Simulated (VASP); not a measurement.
# CdS (F-43m) in VASP: further runs

The runs below take CdS through single point, with BLYP, PBE-based screened hybrid with 5 % exact exchange, PBE-based screened hybrid with 10 % exact exchange, PBE-based screened hybrid with 15 % exact exchange.

All numbers are computed with VASP 6.6.1; they aren't measurements. Logs are shortened: lines on timing, memory, paths and dates and some standing lists are left out, and cuts for length are marked.

### 1 The cell of the first run

The structure is cubic, space group F-43m (No. 216). The conventional cell has a = 5.754 Å, b = 5.754 Å, c = 5.754 Å, α = 90.00°, β = 90.00°, γ = 90.00°. Within 3.3 Å of Cd (site symmetry -43m) lie 4 S at 2.49 Å. Within 3.3 Å of S (site symmetry -43m) lie 4 Cd at 2.49 Å.

### 2 Single point, BLYP, non-collinear spin, zero start, spin-orbit coupling (23.82 Å³/atom)

File INCAR:

```
SYSTEM = CdS
PREC = Accurate
ENCUT = 500
EDIFF = 1E-6
ISMEAR = -1
SIGMA = 0.1
LREAL = .FALSE.
LASPH = .TRUE.
NELM = 200
ALGO = Normal
ISIF = 2
LWAVE = .FALSE.
LCHARG = .TRUE.
MAGMOM = 0 0 0 0 0 0
LORBIT = 11
LSORBIT = .TRUE.
GGA_COMPAT = .FALSE.
LORBMOM = .TRUE.
GGA = B5
ALDAX = 1.0
AGGAX = 1.0
AGGAC = 1.0
ALDAC = 0.0
LVHAR = .TRUE.
NBANDS = 30
```

File KPOINTS:

```
Automatic mesh
0
G
  8 8 8
  0 0 0
```

File POSCAR:

```
CdS
1.0
    0.0000000000      2.8770830050      2.8770830050
    2.8770830050      0.0000000000      2.8770830050
    2.8770830050      2.8770830050      0.0000000000
Cd S
1 1
Direct
    0.0000000000      0.0000000000      0.0000000000
    0.2500000000      0.2500000000      0.2500000000
```

Potentials or basis: VASP PAW PBE potentials, release 64 (Cd, S).

Run with:

```
> cat potpaw_PBE.64/Cd/POTCAR potpaw_PBE.64/S/POTCAR > POTCAR
> mpirun -np 1 vasp_ncl > vasp.out
```

OUTCAR:

```text
SYSTEM = CdS
   PREC = Accurate
   ENCUT = 500
   EDIFF = 1E-6
   ISMEAR = -1
   LREAL = .FALSE.
   LASPH = .TRUE.
   NELM = 200
   ISIF = 2
   LORBIT = 11
   LSORBIT = .TRUE.
   GGA = B5

 ion  position               nearest neighbor table
   1  0.000  0.000  0.000-   2 2.49   2 2.49   2 2.49   2 2.49
   2  0.250  0.250  0.250-   1 2.49   1 2.49   1 2.49   1 2.49

  LATTYP: Found a face centered cubic cell.
 ALAT       =     5.7541660100

  Lattice vectors:

 A1 = (   0.0000000000,   2.8770830050,   2.8770830050)
 A2 = (   2.8770830050,   0.0000000000,   2.8770830050)
 A3 = (   2.8770830050,   2.8770830050,   0.0000000000)

Analysis of symmetry for initial positions (statically):
=====================================================================
 Subroutine PRICEL returns:
 Original cell was already a primitive cell.

 Routine SETGRP: Setting up the symmetry group for a
 face centered cubic supercell.

 Subroutine GETGRP returns: Found 24 space group operations
 (whereof 24 operations were pure point group operations)
 out of a pool of 48 trial point group operations.

The static configuration has the point symmetry T_d .

Analysis of symmetry for dynamics (positions and initial velocities):
=====================================================================
 Subroutine PRICEL returns:
 Original cell was already a primitive cell.

 Routine SETGRP: Setting up the symmetry group for a
 face centered cubic supercell.

 Subroutine GETGRP returns: Found 24 space group operations
 (whereof 24 operations were pure point group operations)
 out of a pool of 48 trial point group operations.

The dynamic configuration has the point symmetry T_d .

Analysis of structural, dynamic, and magnetic symmetry:
=====================================================================
 Subroutine PRICEL returns:
 Original cell was already a primitive cell.

 Routine SETGRP: Setting up the symmetry group for a
 face centered cubic supercell.

 Subroutine GETGRP returns: Found 24 space group operations
 (whereof 24 operations were pure point group operations)
 out of a pool of 48 trial point group operations.

The overall configuration has the point symmetry T_d .

 Subroutine INISYM returns: Found 24 space group operations
 (whereof 24 operations are pure point group operations),
 and found     1 'primitive' translations

----------------------------------------------------------------------------------------

                                     Primitive cell

  volume of cell :      47.6307

  direct lattice vectors                    reciprocal lattice vectors
     0.000000000  2.877083005  2.877083005    -0.173787131  0.173787131  0.173787131
     2.877083005  0.000000000  2.877083005     0.173787131 -0.173787131  0.173787131
     2.877083005  2.877083005  0.000000000     0.173787131  0.173787131 -0.173787131

  length of vectors
     4.068809806  4.068809806  4.068809806     0.301008140  0.301008140  0.301008140

  position of ions in fractional coordinates (direct lattice)
     0.000000000  0.000000000  0.000000000
     0.250000000  0.250000000  0.250000000

  ion indices of the primitive-cell ions
   primitive index   ion index
                 1           1
                 2           2

----------------------------------------------------------------------------------------

 KPOINTS: Automatic mesh

Automatic generation of k-mesh.
 Grid dimensions read from file:
 generate k-points for:    8    8    8

 Generating k-lattice:

  Cartesian coordinates                     Fractional coordinates (reciprocal lattice)
    -0.021723391  0.021723391  0.021723391     0.125000000  0.000000000  0.000000000
     0.021723391 -0.021723391  0.021723391     0.000000000  0.125000000  0.000000000
     0.021723391  0.021723391 -0.021723391     0.000000000  0.000000000  0.125000000

  Length of vectors
     0.037626017  0.037626017  0.037626017
[... 96 lines left out ...]

 number of electron      18.0000007 magnetization      -0.0000000     -0.0000000     -0.0000000

 Free energy of the ion-electron system (eV)
  ---------------------------------------------------
  ext. energy  EPLUGINS =         0.00000000
  ---------------------------------------------------
  free energy    TOTEN  =        -5.03900578 eV

  energy without entropy =       -5.03896246  energy(sigma->0) =       -5.03898412

 E-fermi :   2.7893     XC(G=0):  -8.8555

 val. band max:        2.0782808464   @ k =   0.0000   0.0000   0.0000
 cond. band min:       3.2826103148   @ k =   0.0000   0.0000   0.0000
 fundamental gap:      1.2043294685
 Fermi energy:         2.7893039483

 k-point     1 :       0.0000    0.0000    0.0000
  band No.  band energies     occupation
      1     -10.5532      1.00000
      2     -10.5532      1.00000
      3      -6.1188      1.00000
      4      -6.1188      1.00000
      5      -6.1188      1.00000
      6      -6.1188      1.00000
[... 781 lines left out ...]
     29      14.8778      0.00000
     30      14.8875      0.00000

 [... further k-points ...]

------------------------ aborting loop because EDIFF is reached ----------------------------------------

  FORCE on cell =-STRESS in cart. coord.  units (eV):
  Direction    XX          YY          ZZ          XY          YZ          ZX
  --------------------------------------------------------------------------------------
  -------------------------------------------------------------------------------------
  Total        2.9102332      2.9102332      2.9102332      0.0000000      0.0000000     -0.0000000
  in kB       97.8929017     97.8929017     97.8929017      0.0000000      0.0000000     -0.0000000
  external PRESSURE =      97.8929017 kB  Pullay stress =       0.0000000 kB

 VOLUME and BASIS-vectors are now :
 -----------------------------------------------------------------------------
  energy-cutoff  :      500.00
  volume of cell :       47.63
      direct lattice vectors                 reciprocal lattice vectors
     0.000000000  2.877083005  2.877083005    -0.173787131  0.173787131  0.173787131
     2.877083005  0.000000000  2.877083005     0.173787131 -0.173787131  0.173787131
     2.877083005  2.877083005  0.000000000     0.173787131  0.173787131 -0.173787131

 POSITION                                       TOTAL-FORCE (eV/Angst)
 -----------------------------------------------------------------------------------
      0.00000      0.00000      0.00000        -0.000000     -0.000000     -0.000000
      1.43854      1.43854      1.43854         0.000000      0.000000      0.000000
 -----------------------------------------------------------------------------------
    total drift:                               -0.000000     -0.000000     -0.000000

  FREE ENERGIE OF THE ION-ELECTRON SYSTEM (eV)
  ---------------------------------------------------
  free  energy   TOTEN  =        -5.0390057847 eV

  energy  without entropy=       -5.0389624588  energy(sigma->0) =       -5.03898412

 orbital moment (x)

 # of ion     p       d       tot
 ----------------------------------------
  1         0.000  -0.000  -0.000
  2        -0.000   0.000  -0.000
 ----------------------------------------
            0.000  -0.000  -0.000

 orbital moment (y)

 # of ion     p       d       tot
 ----------------------------------------
  1         0.000   0.000   0.000
  2        -0.000   0.000  -0.000
 ----------------------------------------
           -0.000   0.000   0.000

 orbital moment (z)

 # of ion     p       d       tot
 ----------------------------------------
  1         0.000   0.000   0.000
  2         0.000   0.000   0.000
 ----------------------------------------
            0.000   0.000   0.000

 Spin-Orbit-Coupling matrix elements

 Ion:    1  E_soc:     -0.0582441
 l=   1
     0.0000000    -0.0026739    -0.0026739
    -0.0026739     0.0000000    -0.0026739
    -0.0026739    -0.0026739     0.0000000
 l=   2
     0.0000000    -0.0014412     0.0000000    -0.0014412    -0.0055923
    -0.0014412     0.0000000    -0.0041942    -0.0014412    -0.0013981
     0.0000000    -0.0041942     0.0000000    -0.0041942     0.0000000
    -0.0014412    -0.0014412    -0.0041942     0.0000000    -0.0013981
    -0.0055923    -0.0013981     0.0000000    -0.0013981     0.0000000
 l=   3
     0.0000000     0.0000000     0.0000000     0.0000000     0.0000000     0.0000000     0.0000000
     0.0000000     0.0000000     0.0000000     0.0000000     0.0000000     0.0000000     0.0000000
     0.0000000     0.0000000     0.0000000     0.0000000     0.0000000     0.0000000     0.0000000
     0.0000000     0.0000000     0.0000000     0.0000000     0.0000000     0.0000000     0.0000000
     0.0000000     0.0000000     0.0000000     0.0000000     0.0000000     0.0000000     0.0000000
     0.0000000     0.0000000     0.0000000     0.0000000     0.0000000     0.0000000     0.0000000
     0.0000000     0.0000000     0.0000000     0.0000000     0.0000000     0.0000000     0.0000000

 Ion:    2  E_soc:     -0.0021670
 l=   1
     0.0000000    -0.0003612    -0.0003612
    -0.0003612     0.0000000    -0.0003612
    -0.0003612    -0.0003612     0.0000000
 l=   2
     0.0000000     0.0000000     0.0000000     0.0000000     0.0000000
     0.0000000     0.0000000     0.0000000     0.0000000     0.0000000
     0.0000000     0.0000000     0.0000000     0.0000000     0.0000000
     0.0000000     0.0000000     0.0000000     0.0000000     0.0000000
     0.0000000     0.0000000     0.0000000     0.0000000     0.0000000
 l=   3
     0.0000000     0.0000000     0.0000000     0.0000000     0.0000000     0.0000000     0.0000000
     0.0000000     0.0000000     0.0000000     0.0000000     0.0000000     0.0000000     0.0000000
     0.0000000     0.0000000     0.0000000     0.0000000     0.0000000     0.0000000     0.0000000
     0.0000000     0.0000000     0.0000000     0.0000000     0.0000000     0.0000000     0.0000000
     0.0000000     0.0000000     0.0000000     0.0000000     0.0000000     0.0000000     0.0000000
     0.0000000     0.0000000     0.0000000     0.0000000     0.0000000     0.0000000     0.0000000
     0.0000000     0.0000000     0.0000000     0.0000000     0.0000000     0.0000000     0.0000000

 total charge

# of ion       s       p       d       tot
------------------------------------------
    1        0.441   0.354   9.575  10.370
    2        1.334   2.441   0.000   3.775
--------------------------------------------------
tot          1.776   2.794   9.575  14.145

 magnetization (x)

# of ion       s       p       d       tot
------------------------------------------
    1        0.000  -0.000   0.000  -0.000
    2        0.000  -0.000   0.000   0.000
--------------------------------------------------
tot          0.000  -0.000   0.000  -0.000

 magnetization (y)

# of ion       s       p       d       tot
------------------------------------------
    1        0.000   0.000  -0.000   0.000
    2        0.000   0.000   0.000   0.000
--------------------------------------------------
tot          0.000   0.000  -0.000   0.000

 magnetization (z)

# of ion       s       p       d       tot
------------------------------------------
    1        0.000  -0.000   0.000  -0.000
    2       -0.000  -0.000   0.000  -0.000
--------------------------------------------------
tot         -0.000  -0.000   0.000  -0.000
```

It took 2.3 min on 1 thread of Intel Xeon Platinum 8375C at 2.90GHz (Ice Lake), shared host; peak memory 0.32 GiB.

Results:

| Property | Result |
| --- | --- |
| Free energy | -5.0390 eV |
| Pressure | 9.8 GPa |
| Net moment | 0.00 μB per cell |
| Valence electrons inside the program's atomic spheres | Cd 10.37; S 3.77 |

Moments on the atoms (μB; x, y, z):
```
Cd  0.00 0.00 0.00
S   0.00 0.00 0.00
```

Caveat: the cell stands under pressure; the PAW data sets were made with another functional, which shifts forces and pressure a little.

### 3 Single point, PBE-based screened hybrid with 5 % exact exchange

This run uses another cell than the first one, of 24.81 Å³/atom.

File POSCAR:

```
CdS
1.0
    0.0000000000      2.9165000000      2.9165000000
    2.9165000000      0.0000000000      2.9165000000
    2.9165000000      2.9165000000      0.0000000000
Cd S
1 1
Direct
    0.0000000000      0.0000000000      0.0000000000
    0.7500000000      0.7500000000      0.7500000000
```

File INCAR.step1:

```
ALGO = Normal
EDIFF = 1E-5
ENCUT = 520
GGA = PE
ISIF = 2
ISMEAR = -1
LASPH = True
LCHARG = False
LREAL = False
LWAVE = True
NBANDS = 16
NELM = 60
PREC = Accurate
SIGMA = 0.05
```

File INCAR.step2:

```
AEXX = 0.05
ALGO = Normal
EDIFF = 1E-6
ENCUT = 520
GGA = PE
HFSCREEN = 0.2
ISIF = 2
ISMEAR = -1
ISTART = 1
LASPH = True
LCHARG = False
LHFCALC = True
LREAL = False
LWAVE = False
NBANDS = 16
NELM = 60
PREC = Accurate
PRECFOCK = Normal
SIGMA = 0.05
```

File KPOINTS:

```
k-points
0
Gamma
  4 4 4
```

Potentials or basis: VASP PAW PBE potentials, release 64 (Cd, S).

Run with:

```
> cat potpaw_PBE.64/Cd/POTCAR potpaw_PBE.64/S/POTCAR > POTCAR
> cp INCAR.step1 INCAR
> mpirun -np 1 vasp_std > vasp.out
> cp INCAR.step2 INCAR
> mpirun -np 1 vasp_std > vasp.out
```

OUTCAR:

```text
AEXX = 0.05
   EDIFF = 1E-6
   ENCUT = 520
   GGA = PE
   HFSCREEN = 0.2
   ISIF = 2
   ISMEAR = -1
   ISTART = 1
   LASPH = True
   LHFCALC = True
   LREAL = False
   NELM = 60
   PREC = Accurate
   PRECFOCK = Normal

 ion  position               nearest neighbor table
   1  0.000  0.000  0.000-   2 2.53   2 2.53   2 2.53   2 2.53
   2  0.750  0.750  0.750-   1 2.53   1 2.53   1 2.53   1 2.53

  LATTYP: Found a face centered cubic cell.
 ALAT       =     5.8330000000

  Lattice vectors:

 A1 = (   0.0000000000,   2.9165000000,   2.9165000000)
 A2 = (   2.9165000000,   0.0000000000,   2.9165000000)
 A3 = (   2.9165000000,   2.9165000000,   0.0000000000)

Analysis of symmetry for initial positions (statically):
=====================================================================
 Subroutine PRICEL returns:
 Original cell was already a primitive cell.

 Routine SETGRP: Setting up the symmetry group for a
 face centered cubic supercell.

 Subroutine GETGRP returns: Found 24 space group operations
 (whereof 24 operations were pure point group operations)
 out of a pool of 48 trial point group operations.

The static configuration has the point symmetry T_d .

Analysis of symmetry for dynamics (positions and initial velocities):
=====================================================================
 Subroutine PRICEL returns:
 Original cell was already a primitive cell.

 Routine SETGRP: Setting up the symmetry group for a
 face centered cubic supercell.

 Subroutine GETGRP returns: Found 24 space group operations
 (whereof 24 operations were pure point group operations)
 out of a pool of 48 trial point group operations.

The dynamic configuration has the point symmetry T_d .

[... 103 lines left out ...]
  Fermi-wavevector in a.u.,A,eV,Ry     =   1.167599  2.206442 18.548649  1.363287
  Thomas-Fermi vector in A             =   2.304097
   LORBIT       =      0    0 simple, 1 ext, 2 COOP (PROOUT), +10 PAW based schemes
   GGA     = PE    functional components
   LHFCALC =     T    Hartree Fock is set to
   PRECFOCK=normal    Normal, Fast or Accurate (Low or Medium for compatibility)
   ENCUT4O =  -1.0   cutoff for four orbital integrals eV
   NKREDX  =     1    reduce k-point grid by
   NKREDY  =     1    reduce k-point grid by
   NKREDZ  =     1    reduce k-point grid by
   AEXX    =    0.0500 exact exchange contribution
   HFSCREEN=    0.2000 screening length (either q_TF or 0.3 A-1)
   HFSCREENC=   0.2000 screening length for correlation (either q_TF or 0.3 A-1)
   ENCUTFOCK=  -1.0 apply spherical cutoff to Coloumb kernel
   IVDW    =     0    specifies the selected vdW correction
   LEPSILON=     F    determine dielectric tensor
   LRPA    =     F    only Hartree local field effects (RPA)
 non-spin polarized calculation
  energy-cutoff  :      520.00
  volume of cell :       49.62
 maximum number of plane-waves:      1363
 NGX is ok and might be reduce to    32
  NGX = 24; NGY = 24; NGZ = 24

 number of electron      18.0000004 magnetization

 Free energy of the ion-electron system (eV)
  ---------------------------------------------------
  ext. energy  EPLUGINS =         0.00000000
  ---------------------------------------------------
  free energy    TOTEN  =        -6.38153012 eV

  energy without entropy =       -6.38153001  energy(sigma->0) =       -6.38153006

 E-fermi :   1.9047     XC(G=0):  -8.8269

 val. band max:        1.2057532992   @ k =   0.0000   0.0000   0.0000
 cond. band min:       2.5486829659   @ k =   0.0000   0.0000   0.0000
 fundamental gap:      1.3429296667
 Fermi energy:         1.9047342682

 k-point     1 :       0.0000    0.0000    0.0000
  band No.  band energies     occupation
      1     -11.4033      2.00000
      2      -6.7681      2.00000
      3      -6.7681      2.00000
      4      -6.7681      2.00000
      5      -6.2897      2.00000
      6      -6.2897      2.00000
[... 129 lines left out ...]
      3      -6.5176      2.00000
      4      -6.3298      2.00000
      5      -6.2817      2.00000
      6      -5.6457      2.00000
[... 8 lines left out ...]
     15      14.6898      0.00000
     16      14.8296      0.00000

------------------------ aborting loop because EDIFF is reached ----------------------------------------

  FORCE on cell =-STRESS in cart. coord.  units (eV):
  Direction    XX          YY          ZZ          XY          YZ          ZX
  --------------------------------------------------------------------------------------
  -------------------------------------------------------------------------------------
  Total        0.9572977      0.9572977      0.9572977      0.0000000      0.0000000      0.0000000
  in kB       30.9130358     30.9130358     30.9130358      0.0000000      0.0000000      0.0000000
  external PRESSURE =      30.9130358 kB  Pullay stress =       0.0000000 kB

 VOLUME and BASIS-vectors are now :
 -----------------------------------------------------------------------------
  energy-cutoff  :      520.00
  volume of cell :       49.62
      direct lattice vectors                 reciprocal lattice vectors
     0.000000000  2.916500000  2.916500000    -0.171438368  0.171438368  0.171438368
     2.916500000  0.000000000  2.916500000     0.171438368 -0.171438368  0.171438368
     2.916500000  2.916500000  0.000000000     0.171438368  0.171438368 -0.171438368

 POSITION                                       TOTAL-FORCE (eV/Angst)
 -----------------------------------------------------------------------------------
      0.00000      0.00000      0.00000         0.000000      0.000000     -0.000000
      4.37475      4.37475      4.37475        -0.000000     -0.000000      0.000000
 -----------------------------------------------------------------------------------
    total drift:                               -0.000106     -0.000092     -0.000066

  FREE ENERGIE OF THE ION-ELECTRON SYSTEM (eV)
  ---------------------------------------------------
  free  energy   TOTEN  =        -6.3815301202 eV

  energy  without entropy=       -6.3815300051  energy(sigma->0) =       -6.38153006
```

OUTCAR.step1:

```text
EDIFF = 1E-5
   ENCUT = 520
   GGA = PE
   ISIF = 2
   ISMEAR = -1
[... 354 lines left out ...]
 -----------------------------------------------------------------------------------
      0.00000      0.00000      0.00000         0.000000      0.000000      0.000000
      4.37475      4.37475      4.37475        -0.000000     -0.000000     -0.000000
 -----------------------------------------------------------------------------------
    total drift:                                0.000000      0.000000      0.000000

  FREE ENERGIE OF THE ION-ELECTRON SYSTEM (eV)
  ---------------------------------------------------
  free  energy   TOTEN  =        -6.0879073628 eV

  energy  without entropy=       -6.0879065948  energy(sigma->0) =       -6.08790698
```

It took 7.7 min on 1 thread of Intel Xeon 8259CL, shared host; peak memory 0.28 GiB.

What came out:

```
Free energy            : -6.3815 eV
Pressure               : 3.1 GPa
Band gap on the k mesh : 1.34 eV
```

Caveat: the k points lie up to 0.47 Å⁻¹ apart; the PAW data sets were made with another functional, which shifts forces and pressure a little.

(Part 1 of 3 ends here.)
